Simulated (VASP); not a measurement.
# EuS (Fm-3m) in VASP: settings compared, part 2 of 2

VASP 6.6.1. Earlier steps stand in the parts before.

## Step 5: Relaxation of cell and atoms, PBEsol+D3(BJ), collinear spin, ferromagnetic start

Contents of INCAR:

```
SYSTEM = EuS
ALGO = Normal ; EDIFF = 1E-7
EDIFFG = -0.01 ; ENCUT = 600
GGA = PS ; GGA_COMPAT = .False.
IBRION = 2 ; ISIF = 3
ISMEAR = -1 ; ISPIN = 2
IVDW = 12 ; LASPH = .True.
LCHARG = .False. ; LMAXMIX = 6
LORBIT = 11 ; LREAL = .False.
LWAVE = .False. ; MAGMOM = 7 0
NELM = 200 ; NELMIN = 4
NSW = 60 ; PREC = Accurate
SIGMA = 0.05
```

Contents of KPOINTS:

```
k-points
0
Gamma
  8 8 8
  0 0 0
```

Contents of POSCAR:

```
EuS
1.0
    0.0000000000      2.9785000000      2.9785000000
    2.9785000000      0.0000000000      2.9785000000
    2.9785000000      2.9785000000      0.0000000000
Eu S
1 1
Direct
    0.0000000000      0.0000000000      0.0000000000
    0.5000000000      0.5000000000      0.5000000000
```

Potentials or basis: VASP PAW PBE potentials, release 64 (Eu, S).

On the command line:

```sh
$ cat potpaw_PBE.64/Eu/POTCAR potpaw_PBE.64/S/POTCAR > POTCAR
$ mpirun -np 1 vasp_std > vasp.out
```

OUTCAR:

```text
SYSTEM = EuS
   EDIFF = 1E-7
   EDIFFG = -0.01
   ENCUT = 600
   GGA = PS
   IBRION = 2
   ISIF = 3
   ISMEAR = -1
   ISPIN = 2
   IVDW = 12
   LASPH = .True.
   LORBIT = 11
   LREAL = .False.
   NELM = 200
   NELMIN = 4
   NSW = 60
   PREC = Accurate
 IVDW          = 12

 ion  position               nearest neighbor table
   1  0.000  0.000  0.000-   2 2.98   2 2.98   2 2.98   2 2.98   2 2.98   2 2.98
   2  0.500  0.500  0.500-   1 2.98   1 2.98   1 2.98   1 2.98   1 2.98   1 2.98

  LATTYP: Found a face centered cubic cell.
 ALAT       =     5.9570000000

  Lattice vectors:

[... 1343 lines left out ...]

 number of electron      23.0000000 magnetization      -6.8768541

 Free energy of the ion-electron system (eV)
  ---------------------------------------------------
  ext. energy  EPLUGINS =         0.00000000
  ---------------------------------------------------
  free energy    TOTEN  =       -20.58044312 eV

  energy without entropy =      -20.56720431  energy(sigma->0) =      -20.57382372

 E-fermi :   5.1312     XC(G=0): -10.6600

 val. band max:        5.1204059223   @ k =   0.5000   0.5000   0.0000
 cond. band min:       5.1696593050   @ k =   0.1250   0.1250   0.0000
 fundamental gap:      0.0492533827
 Fermi energy:         5.1312109543

 spin component 1

 k-point     1 :       0.0000    0.0000    0.0000
  band No.  band energies     occupation
      1     -33.1506      1.00000
      2     -12.5722      1.00000
      3     -12.5722      1.00000
      4     -12.5722      1.00000
      5      -8.6478      1.00000
      6       2.6117      1.00000
[... 1084 lines left out ...]
  FREE ENERGIE OF THE ION-ELECTRON SYSTEM (eV)
  ---------------------------------------------------
  free  energy   TOTEN  =       -21.3827893458 eV

  energy  without entropy=      -21.3695505370  energy(sigma->0) =      -21.37616994

 reached required accuracy - stopping structural energy minimisation

 total charge

# of ion       s       p       d       f       tot
--------------------------------------------------
    1        2.032   5.733   0.444   6.556  14.764
    2        1.314   2.451   0.000   0.000   3.765
--------------------------------------------------
tot          3.346   8.184   0.444   6.556  18.529

 magnetization (x)

# of ion       s       p       d       f       tot
--------------------------------------------------
    1        0.011   0.096  -0.112  -6.504  -6.510
    2        0.009   0.071   0.000   0.000   0.080
--------------------------------------------------
tot          0.020   0.167  -0.112  -6.504  -6.430
```

CONTCAR:

```text
EuS
   1.00000000000000
    -0.0000000000000000    2.8172940999196867    2.8172940999196867
     2.8172940999196867    0.0000000000000000    2.8172940999196867
     2.8172940999196867    2.8172940999196867   -0.0000000000000000
  Eu              S
     1     1
Direct
     0.0000000000000000    0.0000000000000000    0.0000000000000000
     0.5000000000000000    0.5000000000000000    0.5000000000000000

  0.00000000E+00  0.00000000E+00  0.00000000E+00
  0.00000000E+00  0.00000000E+00  0.00000000E+00
```

Run time: 6.1 min. Hardware: 1 thread of Oxide Virtual Turin-like, shared host; peak memory 0.27 GiB.

Results:

```
Free energy                                           : -21.3828 eV
Relaxed volume                                        : 22.36 Å³/atom
Relaxed cell                                          : a = 3.984 Å, b = 3.984 Å, c = 3.984 Å, α = 60.00°, β = 60.00°, γ = 60.00°
Space group after relaxing (to 0.1 Å)                 : Fm-3m (No. 225)
Energy gained by relaxing                             : 116.2 meV/atom
Ionic steps                                           : 3
Pressure after relaxing                               : 0.0 GPa
Net moment                                            : -6.88 μB per cell
Site moments                                          : Eu -6.51; S +0.08 μB
Valence electrons inside the program's atomic spheres : Eu 14.76; S 3.77
Dispersion energy per atom                            : -0.401 eV
```

Step by step:
| step | energy change (eV) | largest force (eV/Å) | pressure (GPa) | volume (Å³) |
| --- | --- | --- | --- | --- |
| 1 | 0.0000 | 0.0000 | -7.87 | 52.85 |
| 2 | -0.2251 | 0.0000 | 2.02 | 43.53 |
| 3 | -0.2324 | 0.0000 | 0.01 | 44.72 |

Final structure:
```
Eu S
1.0
     0.00000    2.81729    2.81729
     2.81729    0.00000    2.81729
     2.81729    2.81729    0.00000
Eu S
1 1
Cartesian
  0.0000 0.0000 0.0000
  2.8173 2.8173 2.8173
```

Levels at points of the mesh, in eV from the Fermi level:
Spin up:
| k point | band 5 | band 6 | band 7 | band 8 | band 9 | band 10 | band 11 | band 12 |
| --- | --- | --- | --- | --- | --- | --- | --- | --- |
| (0.00, 0.00, 0.00) | -13.78 | -2.52 | -2.52 | -2.52 | 1.67 | 1.67 | 1.67 | 2.41 |
| (0.50, 0.00, 0.00) | -12.19 | -5.59 | -4.04 | -4.04 | 2.87 | 3.88 | 3.88 | 4.24 |
| (0.50, 0.50, 0.00) | -13.37 | -3.59 | -2.82 | -2.82 | -0.66 | 4.08 | 4.15 | 4.19 |
Spin down:
| k point | band 11 | band 12 | band 13 | band 14 | band 15 | band 16 | band 17 | band 18 | band 19 |
| --- | --- | --- | --- | --- | --- | --- | --- | --- | --- |
| (0.00, 0.00, 0.00) | -0.28 | -0.28 | 0.22 | 0.22 | 0.22 | 0.91 | 0.91 | 0.91 | 1.94 |
| (0.50, 0.00, 0.00) | -0.46 | -0.35 | -0.35 | -0.29 | -0.27 | 3.44 | 3.80 | 4.15 | 4.15 |
| (0.50, 0.50, 0.00) | -0.39 | -0.36 | -0.36 | -0.30 | -0.01 | -0.01 | 3.33 | 4.20 | 5.43 |

Caveat: the volume moved by over 15 % at a fixed basis, so the end points are rough; the PAW data sets were made with another functional, which shifts forces and pressure a little; spin-orbit coupling is left out, which moves the levels of the heavy elements; a cell with one magnetic atom can't hold antiferromagnetic order, which such compounds often take; semilocal functionals describe open f shells poorly, which spoils levels, moments and volumes. The state reached can hang on the start; a lower one may exist.

## Step 6: Relaxation of cell and atoms, PBE+D4, collinear spin, ferromagnetic start

Contents of INCAR:

```
PREC = Accurate ; ENCUT = 600
EDIFF = 1E-7 ; ISMEAR = -1
SIGMA = 0.05 ; LREAL = False
LASPH = True ; NELM = 200
ALGO = Normal ; ISIF = 3
LWAVE = False ; LCHARG = False
ISPIN = 2 ; MAGMOM = 7 0
LORBIT = 11 ; LMAXMIX = 6
GGA = PE ; IVDW = 13
IBRION = 2 ; NSW = 60
EDIFFG = -0.01 ; GGA_COMPAT = False
NELMIN = 4
```

Contents of KPOINTS:

```
regular mesh
0
Gamma
  8 8 8
```

POSCAR is that of step 5.

Potentials or basis: VASP PAW PBE potentials, release 64 (Eu, S).

On the command line:

```sh
$ cat potpaw_PBE.64/Eu/POTCAR potpaw_PBE.64/S/POTCAR > POTCAR
$ mpirun -np 1 vasp_std > vasp.out
```

Wall time 6.2 min (1 thread of Oxide Virtual Turin-like, shared host); peak memory 0.27 GiB.

The run converged. Its results:

| Property | Result |
| --- | --- |
| Free energy | -20.5557 eV |
| Relaxed volume | 23.94 Å³/atom |
| Relaxed cell | a = 4.076 Å, b = 4.076 Å, c = 4.076 Å, α = 60.00°, β = 60.00°, γ = 60.00° |
| Space group after relaxing (to 0.1 Å) | Fm-3m (No. 225) |
| Energy gained by relaxing | 38.5 meV/atom |
| Ionic steps | 3 |
| Pressure after relaxing | 0.0 GPa |
| Net moment | -6.94 μB per cell |
| Site moments | Eu -6.55; S +0.08 μB |
| Valence electrons inside the program's atomic spheres | Eu 14.78; S 3.78 |
| Dispersion energy per atom | -0.319 eV |

The path:
```
step  energy change (eV)  largest force (eV/Å)  pressure (GPa)  volume (Å³)
   1              0.0000                0.0000           -4.55        52.85
   2             -0.0758                0.0000            0.69        47.32
   3             -0.0771                0.0000            0.04        47.87
```

Final structure:
```
Eu S
1.0
     0.00000    2.88190    2.88190
     2.88190    0.00000    2.88190
     2.88190    2.88190    0.00000
Eu S
1 1
Direct
  0.00000 0.00000 0.00000
  0.50000 0.50000 0.50000
```

Levels at points of the mesh, in eV from the Fermi level:
Spin up:
| k point | band 5 | band 6 | band 7 | band 8 | band 9 | band 10 | band 11 | band 12 |
| --- | --- | --- | --- | --- | --- | --- | --- | --- |
| (0.00, 0.00, 0.00) | -13.72 | -2.64 | -2.64 | -2.64 | 1.76 | 1.76 | 1.76 | 2.03 |
| (0.50, 0.00, 0.00) | -12.44 | -5.43 | -3.97 | -3.97 | 2.91 | 4.00 | 4.00 | 4.35 |
| (0.50, 0.50, 0.00) | -13.34 | -3.74 | -2.96 | -2.96 | -0.41 | 4.07 | 4.20 | 4.28 |
Spin down:
| k point | band 13 | band 14 | band 15 | band 16 | band 17 | band 18 |
| --- | --- | --- | --- | --- | --- | --- |
| (0.00, 0.00, 0.00) | 0.13 | 0.13 | 0.13 | 0.97 | 0.97 | 0.97 |
| (0.50, 0.00, 0.00) | -0.34 | -0.29 | -0.28 | 3.22 | 3.52 | 3.92 |
| (0.50, 0.50, 0.00) | -0.35 | -0.30 | -0.07 | -0.07 | 3.21 | 3.78 |

Caveat: spin-orbit coupling is left out, which moves the levels of the heavy elements; a cell with one magnetic atom can't hold antiferromagnetic order, which such compounds often take; semilocal functionals describe open f shells poorly, which spoils levels, moments and volumes. With open d or f shells a metallic result of PBE can be an artefact of self-interaction; +U or a hybrid may open a gap.

## Step 7: Summary

```tsv
task	level	cell	gap on the mesh (eV)	pressure (GPa)	moment (μB)	relaxed volume (Å³/atom)
relaxation of cell and atoms	BLYP+D3(BJ)	relaxed from a = 4.212 Å, angles 60.0°, 2 atoms	none	0.0	6.94	24.15
single point	PBEsol+D3(BJ)	a = 3.989 Å, angles 60.0°, 2 atoms	none	-0.2	6.88	-
single point	PBE+D4	a = 4.083 Å, angles 60.0°, 2 atoms	none	-0.3	6.95	-
relaxation of cell and atoms	PBEsol+D3(BJ)	relaxed from a = 4.212 Å, angles 60.0°, 2 atoms	none	0.0	6.88	22.36
relaxation of cell and atoms	PBE+D4	relaxed from a = 4.212 Å, angles 60.0°, 2 atoms	none	0.0	6.94	23.94
```

Alike in all rows: potentials or basis VASP PAW PBE potentials, release 64 (Eu, S); spin collinear, ferromagnetic start; k mesh 8 × 8 × 8; cutoff (eV) 600; smearing fermi-dirac 0.05 eV.

Caveats: spin-orbit coupling is left out, which moves the levels of the heavy elements; a cell with one magnetic atom can't hold antiferromagnetic order, which such compounds often take; semilocal functionals describe open f shells poorly, which spoils levels, moments and volumes; the PAW data sets were made with another functional, which shifts forces and pressure a little (at least some runs); the volume moved by over 15 % at a fixed basis, so the end points are rough (at least some runs).

Absolute energies hang on the potentials; compare differences alone.

## Step 8: Comparison with measurements

Step 3. A measured gap of EuS is 1.72 eV (optical; 300 K; powder; “Crystal-field mediated electronic transitions of EuS up to 35 GPa”, 2022, pmc:8786971); the calculated 0.00 eV misses it by -1.72 eV. So large a miss can be the level of theory's own, or it may mean another phase, state or a wrong row. Spin-orbit coupling on Eu is left out. The value is that of PBEsol+D3(BJ) on a finite k mesh, which can miss the band edges, without temperature or zero-point motion. Semilocal functionals fall short of measured gaps as a rule. The run's magnetic order (collinear spin, ferromagnetic start) needn't be the measured crystal's.

Step 4. A measured gap of EuS is 1.72 eV (optical; 300 K; powder; “Crystal-field mediated electronic transitions of EuS up to 35 GPa”, 2022, pmc:8786971); the calculated 0.00 eV misses it by -1.72 eV. So large a miss can be the level of theory's own, or it may mean another phase, state or a wrong row. Spin-orbit coupling on Eu is left out. The value is that of PBE+D4 on a finite k mesh, which can miss the band edges, without temperature or zero-point motion. Semilocal functionals fall short of measured gaps as a rule. The run's magnetic order (collinear spin, ferromagnetic start) needn't be the measured crystal's.

The gap in the log of VASP goes by the Fermi energy; the results here count the filled bands.